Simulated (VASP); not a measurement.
# GePt (Pnma) in VASP: single point with PBE

Aim: the single point of GePt with PBE.

All numbers are computed with VASP 6.6.1; they aren't measurements. Logs are shortened: lines on timing, memory, paths and dates and some standing lists are left out, and cuts for length are marked.

### Step 1. The cell of the first run

It takes space group Pnma (No. 62, orthorhombic). The conventional cell has a = 5.719 Å, b = 3.697 Å, c = 6.084 Å, α = 90.00°, β = 90.00°, γ = 90.00°. Ge (site symmetry m) has 6 Pt at 2.48 to 2.65 Å and 2 Ge at 3.02 Å within 3.3 Å. Within 3.3 Å of Pt (site symmetry m) lie 6 Ge at 2.48 to 2.65 Å and 4 Pt at 2.95 to 2.97 Å.

### Step 2. Single point, PBE

Input file POSCAR:

```
GePt
1.0
    5.7190000000      0.0000000000      0.0000000000
    0.0000000000      3.6970000000      0.0000000000
    0.0000000000      0.0000000000      6.0840000000
Ge Pt
4 4
Direct
    0.1850000000      0.2500000000      0.5900000000
    0.3150000000      0.7500000000      0.0900000000
    0.6850000000      0.2500000000      0.9100000000
    0.8150000000      0.7500000000      0.4100000000
    0.9995000000      0.2500000000      0.1908000000
    0.5005000000      0.7500000000      0.6908000000
    0.4995000000      0.2500000000      0.3092000000
    0.0005000000      0.7500000000      0.8092000000
```

Input file INCAR.step1:

```
SYSTEM = GePt
  PREC = Accurate
  ENCUT = 520
  EDIFF = 1E-6
  ISMEAR = 0
  SIGMA = 0.05
  LREAL = .False.
  LASPH = .True.
  NELM = 60
  ALGO = Fast
  ISIF = 2
  LWAVE = .False.
  LCHARG = .True.
  LMAXMIX = 4
  GGA = PE
  NBANDS = 58
```

Input file KPOINTS.step1:

```
regular mesh
0
Gamma
  6 10 6
  0 0 0
```

Input file INCAR.step2:

```
SYSTEM = GePt
  PREC = Accurate
  ENCUT = 520
  EDIFF = 1E-6
  ISMEAR = -5
  SIGMA = 0.05
  LREAL = .False.
  LASPH = .True.
  NELM = 60
  ALGO = Fast
  ISIF = 2
  LWAVE = .False.
  LCHARG = .False.
  LMAXMIX = 4
  GGA = PE
  LORBIT = 11
  NBANDS = 58
  NEDOS = 2001
  ICHARG = 11
```

Input file KPOINTS.step2:

```
regular mesh
0
Gamma
  9 15 9
  0 0 0
```

Potentials or basis: VASP PAW PBE potentials, release 64 (Ge_d, Pt).

Launch:

```sh
cat potpaw_PBE.64/Ge_d/POTCAR potpaw_PBE.64/Pt/POTCAR > POTCAR
cp INCAR.step1 INCAR
cp KPOINTS.step1 KPOINTS
mpirun -np 1 vasp_std > vasp.out
cp INCAR.step2 INCAR
cp KPOINTS.step2 KPOINTS
mpirun -np 1 vasp_std > vasp.out
```

OUTCAR:

```text
SYSTEM = GePt
   PREC = Accurate
   ENCUT = 520
   EDIFF = 1E-6
   ISMEAR = -5
   LREAL = .False.
   LASPH = .True.
   NELM = 60
   ISIF = 2
   GGA = PE
   LORBIT = 11
   ICHARG = 11

 ion  position               nearest neighbor table
   1  0.185  0.250  0.590-   7 2.48   8 2.51   8 2.51   5 2.65   6 2.65   6 2.65
   2  0.315  0.750  0.090-   8 2.48   7 2.51   7 2.51   6 2.65   5 2.65   5 2.65
   3  0.685  0.250  0.910-   5 2.48   6 2.51   6 2.51   7 2.65   8 2.65   8 2.65
   4  0.815  0.750  0.410-   6 2.48   5 2.51   5 2.51   8 2.65   7 2.65   7 2.65
   5  0.999  0.250  0.191-   3 2.48   4 2.51   4 2.51   1 2.65   2 2.65   2 2.65   7 2.95   7 2.95
                             8 2.97   8 2.97
   6  0.501  0.750  0.691-   4 2.48   3 2.51   3 2.51   2 2.65   1 2.65   1 2.65   8 2.95   8 2.95
                             7 2.97   7 2.97
   7  0.499  0.250  0.309-   1 2.48   2 2.51   2 2.51   3 2.65   4 2.65   4 2.65   5 2.95   5 2.95
                             6 2.97   6 2.97
   8  0.001  0.750  0.809-   2 2.48   1 2.51   1 2.51   4 2.65   3 2.65   3 2.65   6 2.95   6 2.95
                             5 2.97   5 2.97

  LATTYP: Found a simple orthorhombic cell.
 ALAT       =     3.6970000000
 B/A-ratio  =     1.5469299432
 C/A-ratio  =     1.6456586421

  Lattice vectors:

 A1 = (   0.0000000000,  -3.6970000000,   0.0000000000)
 A2 = (   5.7190000000,   0.0000000000,   0.0000000000)
 A3 = (   0.0000000000,   0.0000000000,   6.0840000000)

Analysis of symmetry for initial positions (statically):
=====================================================================
 Subroutine PRICEL returns:
 Original cell was already a primitive cell.

 Routine SETGRP: Setting up the symmetry group for a
 simple orthorhombic supercell.

 Subroutine GETGRP returns: Found  8 space group operations
 (whereof  2 operations were pure point group operations)
 out of a pool of  8 trial point group operations.

The static configuration has the point symmetry S_2 .
 The point group associated with its full space group is D_2h.

Analysis of symmetry for dynamics (positions and initial velocities):
=====================================================================
 Subroutine PRICEL returns:
 Original cell was already a primitive cell.

 Routine SETGRP: Setting up the symmetry group for a
 simple orthorhombic supercell.

 Subroutine GETGRP returns: Found  8 space group operations
 (whereof  2 operations were pure point group operations)
 out of a pool of  8 trial point group operations.

The dynamic configuration has the point symmetry S_2 .
 The point group associated with its full space group is D_2h.

 Subroutine INISYM returns: Found  8 space group operations
 (whereof  2 operations are pure point group operations),
 and found     1 'primitive' translations

----------------------------------------------------------------------------------------

                                     Primitive cell

  volume of cell :     128.6349

  direct lattice vectors                    reciprocal lattice vectors
     5.719000000  0.000000000  0.000000000     0.174855744  0.000000000  0.000000000
     0.000000000  3.697000000  0.000000000     0.000000000  0.270489586  0.000000000
     0.000000000  0.000000000  6.084000000     0.000000000  0.000000000  0.164365549

  length of vectors
     5.719000000  3.697000000  6.084000000     0.174855744  0.270489586  0.164365549

  position of ions in fractional coordinates (direct lattice)
     0.185000000  0.250000000  0.590000000
     0.315000000  0.750000000  0.090000000
     0.685000000  0.250000000  0.910000000
     0.815000000  0.750000000  0.410000000
     0.999500000  0.250000000  0.190800000
     0.500500000  0.750000000  0.690800000
     0.499500000  0.250000000  0.309200000
     0.000500000  0.750000000  0.809200000

  ion indices of the primitive-cell ions
   primitive index   ion index
                 1           1
                 2           2
                 3           3
                 4           4
                 5           5
                 6           6
                 7           7
                 8           8

----------------------------------------------------------------------------------------

 KPOINTS: regular mesh

Automatic generation of k-mesh.
 Grid dimensions read from file:
 generate k-points for:    9   15    9

 Generating k-lattice:

  Cartesian coordinates                     Fractional coordinates (reciprocal lattice)
     0.019428416  0.000000000  0.000000000     0.111111111  0.000000000  0.000000000
     0.000000000  0.018032639  0.000000000     0.000000000  0.066666667  0.000000000
     0.000000000  0.000000000  0.018262839     0.000000000  0.000000000  0.111111111

  Length of vectors
     0.019428416  0.018032639  0.018262839

  Shift w.r.t. Gamma in fractional coordinates (k-lattice)
     0.000000000  0.000000000  0.000000000

 TETIRR: Found   3598 inequivalent tetrahedra from     7290

 Subroutine IBZKPT returns following result:
 ===========================================

 Found    200 irreducible k-points:

 Following reciprocal coordinates:
            Coordinates               Weight
  0.000000  0.000000  0.000000      1.000000
  0.111111  0.000000  0.000000      2.000000
  0.222222  0.000000  0.000000      2.000000
  0.333333  0.000000  0.000000      2.000000
  0.444444  0.000000  0.000000      2.000000
  0.000000  0.066667  0.000000      2.000000
[... 16 lines left out ...]
  0.222222  0.266667  0.000000      4.000000
  0.333333  0.266667  0.000000      4.000000
 [... further k-points ...]
   k-points           NKPTS =    200   k-points in BZ     NKDIM =    200   number of bands    NBANDS=     58
   number of dos      NEDOS =   2001   number of ions     NIONS =      8
   total plane-waves  NPLWV =  64512
   dimension x,y,z NGX =    48 NGY =   28 NGZ =   48
   dimension x,y,z NGXF=    96 NGYF=   56 NGZF=   96
   ions per type =               4   4
   NGX,Y,Z   is equivalent  to a cutoff of  13.95, 12.59, 13.12 a.u.
   NGXF,Y,Z  is equivalent  to a cutoff of  27.91, 25.18, 26.23 a.u.
 SYSTEM =  GePt
   PREC   = accura    normal or accurate (medium, high low for compatibility)
   ISTART =      0    job   : 0-new  1-cont  2-samecut
   ICHARG =     11    charge: 1-file 2-atom 10-const
   ISPIN  =      1    spin polarized calculation?
   LNONCOLLINEAR =      F non collinear calculations
   LSORBIT =      F    spin-orbit coupling
   LASPH  =      T    aspherical Exc in radial PAW
   ENCUT  =  520.0 eV  38.22 Ry    6.18 a.u.  10.63  6.87 11.31*2*pi/ulx,y,z
   NELM   =     60;   NELMIN=  2; NELMDL=  0     # of ELM steps
   EDIFF  = 0.1E-05   stopping-criterion for ELM
   LREAL  =      F    real-space projection
[... 7 lines left out ...]
   TEBEG  =    0.0;   TEEND  =   0.0 temperature during run
   PSTRESS=    0.0 pullay stress
   NELECT =      96.0000    total number of electrons
   NUPDOWN=      -1.0000    fix difference up-down
   EMIN   =  10.00;   EMAX   =-10.00  energy-range for DOS
   EFERMI =   0.00;   METHOD = LEGACY
   ISMEAR =    -5;   SIGMA  =   0.05  broadening in eV -4-tet -1-fermi 0-gaus
   EFERMI_NEDOS =   21; number of points for ismear=-14 and -15
   IALGO  =     68    algorithm
   IMIX   =      4    mixing-type and parameters
     AMIX     =   0.40;   BMIX     =  1.00
     AMIX_MAG =   1.60;   BMIX_MAG =  1.00
  volume/ion in A,a.u.               =      16.08       108.51
  Fermi-wavevector in a.u.,A,eV,Ry     =   1.484952  2.806152 30.001955  2.205082
  Thomas-Fermi vector in A             =   2.598424
   LORBIT       =     11    0 simple, 1 ext, 2 COOP (PROOUT), +10 PAW based schemes
   GGA     = PE    functional components
   LHFCALC =     F    Hartree Fock is set to
   AEXX    =    0.0000 exact exchange contribution
   IVDW    =     0    specifies the selected vdW correction
   LEPSILON=     F    determine dielectric tensor
   LRPA    =     F    only Hartree local field effects (RPA)
 non-spin polarized calculation
 RMM-DIIS sequential band-by-band and
 Fermi weights with tetrahedron method with Bloechl corrections
  energy-cutoff  :      520.00
  volume of cell :      128.63
 maximum number of plane-waves:      3493
 NGX is ok and might be reduce to    48

 number of electron      96.0000034 magnetization

 Free energy of the ion-electron system (eV)
  ---------------------------------------------------
  ext. energy  EPLUGINS =         0.00000000
  ---------------------------------------------------
  free energy    TOTEN  =       -46.01954496 eV

  energy without entropy =      -46.01954496  energy(sigma->0) =      -46.01954496

 E-fermi :   9.9015     XC(G=0): -12.4875

 val. band max:        9.9781678161   @ k =   0.4444   0.2000   0.3333
 cond. band min:       9.7867899538   @ k =   0.0000   0.2000   0.3333
 fundamental gap:     -0.1913778623
 Fermi energy:         9.9014848427

 k-point     1 :       0.0000    0.0000    0.0000
  band No.  band energies     occupation
      1     -15.3572      2.00000
      2     -15.3487      2.00000
      3     -15.3486      2.00000
      4     -15.3447      2.00000
      5     -15.3347      2.00000
      6     -15.3202      2.00000
[... 50 lines left out ...]
     57      15.1133      0.00000
     58      15.9196      0.00000

 k-point     2 :       0.1111    0.0000    0.0000
  band No.  band energies     occupation
      1     -15.3568      2.00000
      2     -15.3488      2.00000
      3     -15.3484      2.00000
      4     -15.3446      2.00000
      5     -15.3345      2.00000
      6     -15.3208      2.00000
[... 1337 lines left out ...]
      2     -15.3509      2.00000
      3     -15.3379      2.00000
      4     -15.3339      2.00000
      5     -15.3338      2.00000
      6     -15.3302      2.00000
[... 50 lines left out ...]
     57      15.3350      0.00000
     58      16.0487      0.00000

 [... further k-points ...]

------------------------ aborting loop because EDIFF is reached ----------------------------------------

  FORCE on cell =-STRESS in cart. coord.  units (eV):
  Direction    XX          YY          ZZ          XY          YZ          ZX
  --------------------------------------------------------------------------------------
  -------------------------------------------------------------------------------------
  Total        6.8973197      6.7816999      6.2734473      0.0000000      0.0000000      0.0000000
  in kB       85.9077193     84.4676474     78.1372429      0.0000000      0.0000000      0.0000000
  external PRESSURE =      82.8375365 kB  Pullay stress =       0.0000000 kB

 VOLUME and BASIS-vectors are now :
 -----------------------------------------------------------------------------
  energy-cutoff  :      520.00
  volume of cell :      128.63
      direct lattice vectors                 reciprocal lattice vectors
     5.719000000  0.000000000  0.000000000     0.174855744  0.000000000  0.000000000
     0.000000000  3.697000000  0.000000000     0.000000000  0.270489586  0.000000000
     0.000000000  0.000000000  6.084000000     0.000000000  0.000000000  0.164365549

 POSITION                                       TOTAL-FORCE (eV/Angst)
 -----------------------------------------------------------------------------------
      1.05802      0.92425      3.58956        -0.065404      0.000000     -0.079525
      1.80148      2.77275      0.54756         0.065404      0.000000     -0.079525
      3.91752      0.92425      5.53644        -0.065404     -0.000000      0.079525
      4.66098      2.77275      2.49444         0.065404     -0.000000      0.079525
      5.71614      0.92425      1.16083         0.091498      0.000000     -0.020237
      2.86236      2.77275      4.20283        -0.091498     -0.000000     -0.020237
      2.85664      0.92425      1.88117         0.091498     -0.000000      0.020237
      0.00286      2.77275      4.92317        -0.091498     -0.000000      0.020237
 -----------------------------------------------------------------------------------
    total drift:                                0.000000      0.000000      0.000000

  FREE ENERGIE OF THE ION-ELECTRON SYSTEM (eV)
  ---------------------------------------------------
  free  energy   TOTEN  =       -46.0195449580 eV

  energy  without entropy=      -46.0195449580  energy(sigma->0) =      -46.01954496

 total charge

# of ion       s       p       d       tot
------------------------------------------
    1        1.124   1.148  10.103  12.375
    2        1.124   1.148  10.103  12.375
    3        1.124   1.148  10.103  12.375
    4        1.124   1.148  10.103  12.375
    5        0.663   0.642   8.183   9.487
    6        0.663   0.642   8.183   9.487
    7        0.663   0.642   8.183   9.487
    8        0.663   0.642   8.183   9.487
--------------------------------------------------
tot          7.146   7.159  73.141  87.446
```

Run time: 58 min. Hardware: 1 thread of Oxide Virtual Turin-like, shared host; peak memory 1 GiB.

What came out:

| Item | Value |
| --- | --- |
| Valence electrons inside the program's atomic spheres | Ge 12.38; Pt 9.49 |

Caveat: spin-orbit coupling is left out, which moves the levels of the heavy elements.
